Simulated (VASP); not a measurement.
Set up this calculation in VASP 6.6.1, as the native input.

| Item | Value |
| --- | --- |
| Task | single point |
| Functional | BLYP |
| Potentials or basis | VASP PAW PBE potentials, release 64 (Zr_sv, B) |
| Cutoff | 520 eV |
| k mesh | 10 × 10 × 8 |
| Occupations | fermi-dirac, width 0.05 eV |
| Spin | no spin polarisation |
| Dipole correction | no |
| Further INCAR settings | ALGO = Normal; EDIFF = 1e-06; NBANDS = 16 |

The structure of ZrB2 lies in POSCAR:

```
ZrB2
1.0
    3.1844020176      0.0000000000      0.0000000000
   -1.5922010088      2.7577730431      0.0000000000
    0.0000000000      0.0000000000      3.6156358990
Zr B
1 2
Direct
    0.0000000000      0.0000000000      0.0000000000
    0.6666666667      0.3333333333      0.5000000000
    0.3333333333      0.6666666667      0.5000000000
```

The input as run:

INCAR

```
PREC     = Accurate       # precision mode
ENCUT    = 520            # plane-wave cutoff, eV
EDIFF    = 1E-6           # SCF threshold, eV
ISMEAR   = -1             # smearing method
SIGMA    = 0.05           # smearing width, eV
LREAL    = False          # projectors in reciprocal space
LASPH    = True           # aspherical terms in the spheres
NELM     = 80             # most SCF steps
ALGO     = Normal         # electronic algorithm
ISIF     = 2              # what is computed and relaxed
LWAVE    = False          # write WAVECAR
LCHARG   = True           # write CHGCAR
GGA      = B5             # functional
ALDAX    = 1.0          
AGGAX    = 1.0          
AGGAC    = 1.0          
ALDAC    = 0.0          
LELF     = True           # ELF
LVHAR    = True         
NBANDS   = 16             # bands
```

KPOINTS

```
Automatic mesh
0
Gamma
  10 10 8
```

Potentials or basis: VASP PAW PBE potentials, release 64 (Zr_sv, B).

Launch:

```console
$ cat potpaw_PBE.64/Zr_sv/POTCAR potpaw_PBE.64/B/POTCAR > POTCAR
$ mpirun -np 1 vasp_std > vasp.out
```

It gave:

```json
{
 "Pressure": "0.3 GPa",
 "Band gap on the k mesh": "zero (bands 9 and 10 overlap by 0.96 eV)"
}
```

Caveat: the PAW data sets were made with another functional, which shifts forces and pressure a little.

Run time: 16 s on 1 thread of Intel(R) Xeon(R) Platinum 8559C (Emerald Rapids) (shared host), peak memory 0.16 GiB.
